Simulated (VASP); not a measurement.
Be2C: relaxation of cell and atoms with PBEsol

Crystal: Be2C.

```xyz
3
Lattice="0.0000 2.1554 2.1554 2.1554 0.0000 2.1554 2.1554 2.1554 0.0000" Properties=species:S:1:pos:R:3 pbc="T T T"
Be    1.0777    1.0777    1.0777
Be    3.2331    3.2331    3.2331
C     0.0000    0.0000    0.0000
```

```
Program                : VASP 6.6.1
Task                   : relaxation of cell and atoms
Functional             : PBEsol
Potentials or basis    : VASP PAW PBE potentials, release 64 (Be, C)
Cutoff                 : 600 eV
k mesh                 : 8 × 8 × 8
Occupations            : gaussian, width 0.01 eV
Spin                   : no spin polarisation
Target pressure        : 2 GPa
Dipole correction      : no
Further INCAR settings : ALGO = Normal; EDIFF = 1e-07; IBRION = 2; EDIFFG = -0.002; NSW = 100; ISIF = 3
```

- Relaxed volume: 6.63 Å³/atom
- Relaxed cell: a = 3.041 Å, b = 3.041 Å, c = 3.041 Å, α = 60.00°, β = 60.00°, γ = 60.00°
- Space group after relaxing (to 0.05 Å): Fm-3m (No. 225)
- Energy change on relaxing (the enthalpy is what falls): +0.4 meV/atom
- Ionic steps: 3
- Pressure after relaxing: 2.0 GPa
- Band gap on the k mesh: 1.07 eV, indirect (least direct gap 4.12 eV)

The path:
| step | energy change (eV) | largest force (eV/Å) | pressure (GPa) | volume (Å³) |
| --- | --- | --- | --- | --- |
| 1 | 0.0000 | 0.0000 | 0.56 | 20.03 |
| 2 | 0.0016 | 0.0000 | 2.39 | 19.85 |
| 3 | 0.0011 | 0.0000 | 2.01 | 19.89 |

Final structure:
```xyz
3
Lattice="0.0000 2.1504 2.1504 2.1504 0.0000 2.1504 2.1504 2.1504 0.0000" Properties=species:S:1:pos:R:3 pbc="T T T"
Be    1.0752    1.0752    1.0752
Be    3.2256    3.2256    3.2256
C     0.0000    0.0000    0.0000
```

Levels at points of the mesh, in eV from the valence-band top:
```tsv
k point	band 1	band 2	band 3	band 4	band 5	band 6	band 7	band 8
(0.00, 0.00, 0.00)	-15.18	0.00	0.00	0.00	4.12	4.12	4.12	6.92
(0.50, 0.00, 0.00)	-12.24	-8.89	-1.87	-1.87	4.98	4.98	7.23	9.82
(0.50, 0.50, 0.00)	-11.50	-6.86	-4.84	-4.84	1.07	5.86	13.42	13.42
```

Wall time 7.7 s on 1 thread of Intel(R) Xeon(R) Platinum 8375C CPU @ 2.90GHz (Ice Lake) (shared host), peak memory 0.13 GiB.

Caveat: the cell is relaxed towards a set pressure, so the enthalpy falls and the energy may rise; the PAW data sets were made with another functional, which shifts forces and pressure a little. A k mesh can miss the band edges.
